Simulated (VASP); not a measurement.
# Sb (Pm-3m) in VASP: further runs

The runs below take Sb through single point, with PBE0.

Everything below comes from runs of VASP 6.6.1. Logs are shortened: lines on timing, memory, paths and dates and some standing lists are left out, and cuts for length are marked.

### 1 The cell of the first run

Symmetry: Pm-3m, No. 221, cubic system. Conventional cell: a = 3.095 Å, b = 3.095 Å, c = 3.095 Å, α = 90.00°, β = 90.00°, γ = 90.00°. Within 4.1 Å of Sb (site symmetry m-3m) lie 6 Sb at 3.10 Å.

This isn't the form of Sb at room conditions, which is rhombohedral.

### 2 Single point, PBE0

Contents of POSCAR:

```
Sb
1.0
    3.0954921035      0.0000000000      0.0000000000
    0.0000000000      3.0954921035      0.0000000000
    0.0000000000      0.0000000000      3.0954921035
Sb
1
Direct
    0.0000000000      0.0000000000      0.0000000000
```

Contents of INCAR.step1:

```
PREC     = Accurate       # precision mode
ENCUT    = 520            # plane-wave cutoff, eV
EDIFF    = 1E-5           # SCF threshold, eV
ISMEAR   = -1             # smearing method
SIGMA    = 0.05           # smearing width, eV
LREAL    = False          # projectors in reciprocal space
LASPH    = True           # aspherical terms in the spheres
NELM     = 100            # most SCF steps
ALGO     = Normal         # electronic algorithm
ISIF     = 2              # what is computed and relaxed
LWAVE    = True           # write WAVECAR
LCHARG   = False          # write CHGCAR
NBANDS   = 8              # bands
GGA      = PE             # functional
```

Contents of INCAR.step2:

```
PREC     = Accurate       # precision mode
ENCUT    = 520            # plane-wave cutoff, eV
EDIFF    = 1E-7           # SCF threshold, eV
ISMEAR   = -1             # smearing method
SIGMA    = 0.05           # smearing width, eV
LREAL    = False          # projectors in reciprocal space
LASPH    = True           # aspherical terms in the spheres
NELM     = 100            # most SCF steps
ALGO     = Normal         # electronic algorithm
ISIF     = 2              # what is computed and relaxed
LWAVE    = False          # write WAVECAR
LCHARG   = False          # write CHGCAR
GGA      = PE             # functional
LHFCALC  = True           # exact exchange
AEXX     = 0.25           # exact-exchange fraction
PRECFOCK = Normal       
NBANDS   = 8              # bands
ISTART   = 1
```

Contents of KPOINTS:

```
Automatic mesh
0
Gamma
  6 6 6
```

Potentials or basis: VASP PAW PBE potentials, release 64 (Sb).

The run is started by

```console
$ cat potpaw_PBE.64/Sb/POTCAR > POTCAR
$ cp INCAR.step1 INCAR
$ mpirun -np 1 vasp_std > vasp.out
$ cp INCAR.step2 INCAR
$ mpirun -np 1 vasp_std > vasp.out
```

OUTCAR:

```text
PREC = Accurate
   ENCUT = 520
   EDIFF = 1E-7
   ISMEAR = -1
   LREAL = False
   LASPH = True
   NELM = 100
   ISIF = 2
   GGA = PE
   LHFCALC = True
   AEXX = 0.25
   PRECFOCK = Normal
   ISTART = 1

 ion  position               nearest neighbor table
   1  0.000  0.000  0.000-

  LATTYP: Found a simple cubic cell.
 ALAT       =     3.0954921035

  Lattice vectors:

 A1 = (   3.0954921035,   0.0000000000,   0.0000000000)
 A2 = (   0.0000000000,   3.0954921035,   0.0000000000)
 A3 = (   0.0000000000,   0.0000000000,   3.0954921035)

Analysis of symmetry for initial positions (statically):
=====================================================================
 Subroutine PRICEL returns:
 Original cell was already a primitive cell.

 Routine SETGRP: Setting up the symmetry group for a
 simple cubic supercell.

 Subroutine GETGRP returns: Found 48 space group operations
 (whereof 48 operations were pure point group operations)
 out of a pool of 48 trial point group operations.

The static configuration has the point symmetry O_h .

Analysis of symmetry for dynamics (positions and initial velocities):
=====================================================================
 Subroutine PRICEL returns:
 Original cell was already a primitive cell.

 Routine SETGRP: Setting up the symmetry group for a
 simple cubic supercell.

 Subroutine GETGRP returns: Found 48 space group operations
 (whereof 48 operations were pure point group operations)
 out of a pool of 48 trial point group operations.

The dynamic configuration has the point symmetry O_h .

 Subroutine INISYM returns: Found 48 space group operations
 (whereof 48 operations are pure point group operations),
 and found     1 'primitive' translations

----------------------------------------------------------------------------------------

                                     Primitive cell

  volume of cell :      29.6612

  direct lattice vectors                    reciprocal lattice vectors
     3.095492103  0.000000000  0.000000000     0.323050412  0.000000000  0.000000000
     0.000000000  3.095492103  0.000000000     0.000000000  0.323050412  0.000000000
     0.000000000  0.000000000  3.095492103     0.000000000  0.000000000  0.323050412

  length of vectors
     3.095492103  3.095492103  3.095492103     0.323050412  0.323050412  0.323050412

  position of ions in fractional coordinates (direct lattice)
     0.000000000  0.000000000  0.000000000

  ion indices of the primitive-cell ions
   primitive index   ion index
                 1           1

----------------------------------------------------------------------------------------

 KPOINTS: Automatic mesh

Automatic generation of k-mesh.
 Grid dimensions read from file:
 generate k-points for:    6    6    6

 Generating k-lattice:

  Cartesian coordinates                     Fractional coordinates (reciprocal lattice)
     0.053841735  0.000000000  0.000000000     0.166666667  0.000000000  0.000000000
     0.000000000  0.053841735  0.000000000     0.000000000  0.166666667  0.000000000
     0.000000000  0.000000000  0.053841735     0.000000000  0.000000000  0.166666667

  Length of vectors
     0.053841735  0.053841735  0.053841735

  Shift w.r.t. Gamma in fractional coordinates (k-lattice)
     0.000000000  0.000000000  0.000000000

 Subroutine IBZKPT returns following result:
 ===========================================

 Found     20 irreducible k-points:

 Following reciprocal coordinates:
            Coordinates               Weight
  0.000000  0.000000  0.000000      1.000000
  0.166667  0.000000  0.000000      6.000000
  0.333333  0.000000  0.000000      6.000000
  0.500000  0.000000  0.000000      3.000000
  0.166667  0.166667  0.000000     12.000000
  0.333333  0.166667  0.000000     24.000000
[... 12 lines left out ...]
  0.500000  0.500000  0.333333      6.000000
  0.500000  0.500000  0.500000      1.000000
   k-points           NKPTS =     20   k-points in BZ     NKDIM =    216   number of bands    NBANDS=      8
   number of dos      NEDOS =    301   number of ions     NIONS =      1
   total plane-waves  NPLWV =  13824
   dimension x,y,z NGX =    24 NGY =   24 NGZ =   24
   dimension x,y,z NGXF=    48 NGYF=   48 NGZF=   48
   ions per type =               1
   NGX,Y,Z   is equivalent  to a cutoff of  12.89, 12.89, 12.89 a.u.
   NGXF,Y,Z  is equivalent  to a cutoff of  25.78, 25.78, 25.78 a.u.
 SYSTEM =  unknown system
   PREC   = accura    normal or accurate (medium, high low for compatibility)
   ISTART =      1    job   : 0-new  1-cont  2-samecut
   ICHARG =      0    charge: 1-file 2-atom 10-const
   ISPIN  =      1    spin polarized calculation?
   LNONCOLLINEAR =      F non collinear calculations
   LSORBIT =      F    spin-orbit coupling
   LASPH  =      T    aspherical Exc in radial PAW
   ENCUT  =  520.0 eV  38.22 Ry    6.18 a.u.   5.76  5.76  5.76*2*pi/ulx,y,z
   NELM   =    100;   NELMIN=  2; NELMDL=  0     # of ELM steps
[... 68 lines left out ...]
      4      11.1517      0.00000
      5      14.7784      0.00000
      6      14.7784      0.00000
      7      16.3684      0.00000
      8      25.8143      0.00000

 k-point     2 :       0.1667    0.0000    0.0000
  band No.  band energies     occupation
      1      -6.8122      2.00000
      2       6.8375      1.99994
      3      11.6134      0.00000
      4      11.6134      0.00000
      5      15.1463      0.00000
      6      16.1152      0.00000
      7      19.5114      0.00000
      8      23.6491      0.00000

 k-point     3 :       0.3333    0.0000    0.0000
  band No.  band energies     occupation
      1      -5.5783      2.00000
      2       2.3933      2.00000
      3      12.7158      0.00000
      4      12.7158      0.00000
      5      16.1299      0.00000
      6      17.3198      0.00000
      7      20.9276      0.00000
      8      20.9276      0.00000

 k-point     4 :       0.5000    0.0000    0.0000
  band No.  band energies     occupation
      1      -4.5058      2.00000
      2       0.2009      2.00000
      3      13.4601      0.00000
      4      13.4601      0.00000
      5      17.0127      0.00000
      6      18.8656      0.00000
      7      19.6066      0.00000
      8      19.6066      0.00000

 k-point     5 :       0.1667    0.1667    0.0000
  band No.  band energies     occupation
      1      -6.3680      2.00000
      2       7.0687      1.99424
      3       8.0654      0.00000
      4      12.0650      0.00000
      5      15.9627      0.00000
      6      19.3131      0.00000
      7      19.4641      0.00000
      8      21.1760      0.00000

 k-point     6 :       0.3333    0.1667    0.0000
  band No.  band energies     occupation
      1      -5.1297      2.00000
      2       2.8441      2.00000
      3       9.0090      0.00000
      4      13.1490      0.00000
      5      16.4150      0.00000
      6      17.3451      0.00000
      7      20.7017      0.00000
      8      21.2325      0.00000

 k-point     7 :       0.5000    0.1667    0.0000
  band No.  band energies     occupation
      1      -4.0504      2.00000
      2       0.6288      2.00000
      3       9.8872      0.00000
      4      13.8936      0.00000
      5      15.0136      0.00000
      6      18.3766      0.00000
      7      19.7948      0.00000
      8      19.9205      0.00000
[... 89 lines left out ...]
 k-point    16 :       0.5000    0.5000    0.1667
  band No.  band energies     occupation
      1      -1.0716      2.00000
      2       2.9364      2.00000
      3       2.9364      2.00000
      4      10.2476      0.00000
      5      12.4713      0.00000
      6      17.5094      0.00000
      7      17.5094      0.00000
      8      20.6425      0.00000

 k-point    17 :       0.3333    0.3333    0.3333
  band No.  band energies     occupation
      1      -2.1371      2.00000
      2       5.2118      2.00000
      3       5.2118      2.00000
      4       6.5604      2.00000
      5      14.1414      0.00000
      6      14.9701      0.00000
      7      14.9701      0.00000
      8      20.6340      0.00000

 k-point    18 :       0.5000    0.3333    0.3333
  band No.  band energies     occupation
      1      -0.9613      2.00000
      2       3.2343      2.00000
      3       5.9507      2.00000
      4       7.6532      0.00578
      5      12.5948      0.00000
      6      13.4739      0.00000
      7      15.7382      0.00000
      8      18.8798      0.00000

 k-point    19 :       0.5000    0.5000    0.3333
  band No.  band energies     occupation
      1       0.3529      2.00000
      2       4.0087      2.00000
      3       4.0087      2.00000
      4       7.9759      0.00001
      5      11.4259      0.00000
      6      14.1611      0.00000
      7      14.1611      0.00000
      8      17.0230      0.00000

 k-point    20 :       0.5000    0.5000    0.5000
  band No.  band energies     occupation
      1       1.9665      2.00000
      2       4.7488      2.00000
      3       4.7488      2.00000
      4       4.7488      2.00000
      5      12.6687      0.00000
      6      12.6687      0.00000
      7      12.6687      0.00000
      8      14.9689      0.00000

------------------------ aborting loop because EDIFF is reached ----------------------------------------

  FORCE on cell =-STRESS in cart. coord.  units (eV):
  Direction    XX          YY          ZZ          XY          YZ          ZX
  --------------------------------------------------------------------------------------
  -------------------------------------------------------------------------------------
  Total       -0.5824406     -0.5824406     -0.5824406     -0.0000000      0.0000000      0.0000000
  in kB      -31.4610445    -31.4610445    -31.4610445     -0.0000000      0.0000000      0.0000000
  external PRESSURE =     -31.4610445 kB  Pullay stress =       0.0000000 kB

 VOLUME and BASIS-vectors are now :
 -----------------------------------------------------------------------------
  energy-cutoff  :      520.00
  volume of cell :       29.66
      direct lattice vectors                 reciprocal lattice vectors
     3.095492103  0.000000000  0.000000000     0.323050412  0.000000000  0.000000000
     0.000000000  3.095492103  0.000000000     0.000000000  0.323050412  0.000000000
     0.000000000  0.000000000  3.095492103     0.000000000  0.000000000  0.323050412

 POSITION                                       TOTAL-FORCE (eV/Angst)
 -----------------------------------------------------------------------------------
      0.00000      0.00000      0.00000         0.000000      0.000000      0.000000
 -----------------------------------------------------------------------------------
    total drift:                               -0.000000     -0.000000     -0.000000

  FREE ENERGIE OF THE ION-ELECTRON SYSTEM (eV)
  ---------------------------------------------------
  free  energy   TOTEN  =        -5.5774876441 eV

  energy  without entropy=       -5.5772666282  energy(sigma->0) =       -5.57737714
```

It took 3.5 min on 1 thread of Intel Xeon 6975P-C (Granite Rapids), shared host; peak memory 0.15 GiB.

What came out:

```yaml
Free_energy: -5.5775 eV
Pressure: -3.1 GPa
Band_gap_on_the_k_mesh: zero (an odd number of electrons rules out a gap without spin polarisation)
```

Caveat: the cell stands under tension; the PAW data sets were made with another functional, which shifts forces and pressure a little; spin-orbit coupling is left out, which moves the levels of the heavy elements.

### 3 Single point, PBE0

This run uses another cell than the first one, of 30.29 Å³/atom.

Contents of POSCAR:

```
Sb
1.0
    3.1172920620      0.0000000000      0.0000000000
    0.0000000000      3.1172920620      0.0000000000
    0.0000000000      0.0000000000      3.1172920620
Sb
1
Direct
    0.0000000000      0.0000000000      0.0000000000
```

Contents of INCAR.step1:

```
SYSTEM = Sb
PREC     = Accurate       ! precision mode
ENCUT    = 520            ! plane-wave cutoff, eV
EDIFF    = 1E-5           ! SCF threshold, eV
ISMEAR   = -1             ! smearing method
SIGMA    = 0.05           ! smearing width, eV
LREAL    = .FALSE.        ! projectors in reciprocal space
LASPH    = .TRUE.         ! aspherical terms in the spheres
NELM     = 100            ! most SCF steps
ALGO     = Normal         ! electronic algorithm
ISIF     = 2              ! what is computed and relaxed
LWAVE    = .TRUE.         ! write WAVECAR
LCHARG   = .FALSE.        ! write CHGCAR
NBANDS   = 8              ! bands
GGA      = PE             ! functional
```

Contents of INCAR.step2:

```
SYSTEM = Sb
PREC     = Accurate       ! precision mode
ENCUT    = 520            ! plane-wave cutoff, eV
EDIFF    = 1E-6           ! SCF threshold, eV
ISMEAR   = -1             ! smearing method
SIGMA    = 0.05           ! smearing width, eV
LREAL    = .FALSE.        ! projectors in reciprocal space
LASPH    = .TRUE.         ! aspherical terms in the spheres
NELM     = 100            ! most SCF steps
ALGO     = Normal         ! electronic algorithm
ISIF     = 2              ! what is computed and relaxed
LWAVE    = .FALSE.        ! write WAVECAR
LCHARG   = .FALSE.        ! write CHGCAR
GGA      = PE             ! functional
LHFCALC  = .TRUE.         ! exact exchange
AEXX     = 0.25           ! exact-exchange fraction
PRECFOCK = Normal       
NBANDS   = 8              ! bands
ISTART   = 1
```

Contents of KPOINTS:

```
Automatic mesh
0
G
  6 6 6
  0 0 0
```

Potentials or basis: VASP PAW PBE potentials, release 64 (Sb).

The run is started by

```console
$ cat potpaw_PBE.64/Sb/POTCAR > POTCAR
$ cp INCAR.step1 INCAR
$ mpirun -np 1 vasp_std > vasp.out
$ cp INCAR.step2 INCAR
$ mpirun -np 1 vasp_std > vasp.out
```

Wall time 2.6 min (1 thread of Intel Xeon 6975P-C (Granite Rapids), shared host); peak memory 0.15 GiB.

The run converged. Its results:

```
Free energy            : -5.5712 eV
Pressure               : -2.0 GPa
Band gap on the k mesh : zero (an odd number of electrons rules out a gap without spin polarisation)
```

Levels at points of the mesh, in eV from the Fermi level:
```tsv
k point	band 1	band 2	band 3	band 4	band 5
(0.00, 0.00, 0.00)	-14.42	3.82	3.82	3.82	7.48
(0.50, 0.00, 0.00)	-11.74	-6.97	5.99	5.99	9.64
(0.50, 0.50, 0.00)	-8.90	-4.73	-4.73	2.56	8.14
(0.50, 0.50, 0.50)	-5.65	-2.57	-2.57	-2.57	5.33
```

Caveat: the PAW data sets were made with another functional, which shifts forces and pressure a little; spin-orbit coupling is left out, which moves the levels of the heavy elements.

### 4 Single point, PBE0

This run uses another cell than the first one, of 30.92 Å³/atom.

Contents of POSCAR:

```
Sb
1.0
    3.1387913073      0.0000000000      0.0000000000
    0.0000000000      3.1387913073      0.0000000000
    0.0000000000      0.0000000000      3.1387913073
Sb
1
Direct
    0.0000000000      0.0000000000      0.0000000000
```

Contents of INCAR.step1:

```
SYSTEM = Sb
ALGO = Normal ; EDIFF = 1E-5
ENCUT = 520 ; GGA = PE
ISIF = 2 ; ISMEAR = -1
LASPH = .True. ; LREAL = .False.
LWAVE = .True. ; NBANDS = 8
NELM = 60 ; PREC = Accurate
SIGMA = 0.05
```

Contents of INCAR.step2:

```
SYSTEM = Sb
AEXX = 0.25 ; ALGO = Normal
EDIFF = 1E-7 ; ENCUT = 520
GGA = PE ; ISIF = 2
ISMEAR = -1 ; ISTART = 1
LASPH = .True. ; LCHARG = .True.
LELF = .True. ; LHFCALC = .True.
LREAL = .False. ; LVHAR = .True.
LWAVE = .False. ; NBANDS = 8
NELM = 60 ; PREC = Accurate
PRECFOCK = Normal ; SIGMA = 0.05
```

Contents of KPOINTS:

```
k-points
0
Gamma
  6 6 6
  0 0 0
```

The run is started by

```console
$ cat potpaw_PBE.64/Sb/POTCAR > POTCAR
$ cp INCAR.step1 INCAR
$ mpirun -np 1 vasp_std > vasp.out
$ cp INCAR.step2 INCAR
$ mpirun -np 1 vasp_std > vasp.out
```

It took 3.5 min on 1 thread of Intel Xeon 6975P-C (Granite Rapids), shared host; peak memory 0.15 GiB.

It converged, with:

```yaml
Free_energy: -5.5610 eV
Pressure: -3.1 GPa
Band_gap_on_the_k_mesh: zero (an odd number of electrons rules out a gap without spin polarisation)
```

Levels at points of the mesh, in eV from the Fermi level:
```csv
k point,band 1,band 2,band 3,band 4,band 5
"(0.00, 0.00, 0.00)",-14.25,3.77,3.77,3.77,7.46
"(0.50, 0.00, 0.00)",-11.65,-6.81,5.87,5.87,9.59
"(0.50, 0.50, 0.00)",-8.90,-4.62,-4.62,2.65,7.94
"(0.50, 0.50, 0.50)",-5.77,-2.52,-2.52,-2.52,5.36
```

Caveat: the cell stands under tension; the PAW data sets were made with another functional, which shifts forces and pressure a little; spin-orbit coupling is left out, which moves the levels of the heavy elements.

### 5 The runs side by side

| cell | gap on the mesh (eV) | pressure (GPa) |
| --- | --- | --- |
| a = 3.095 Å, 1 atom | none | -3.1 |
| a = 3.117 Å, 1 atom | none | -2.0 |
| a = 3.139 Å, 1 atom | none | -3.1 |

Alike in all rows: task single point; level PBE0; potentials or basis VASP PAW PBE potentials, release 64 (Sb); no spin polarisation; k mesh 6 × 6 × 6; cutoff (eV) 520; smearing fermi-dirac 0.05 eV.

Caveats: the PAW data sets were made with another functional, which shifts forces and pressure a little; spin-orbit coupling is left out, which moves the levels of the heavy elements; the cell stands under tension (at least some runs).

Total energies depend on the potentials used, so only differences within one code and one set of settings carry meaning.
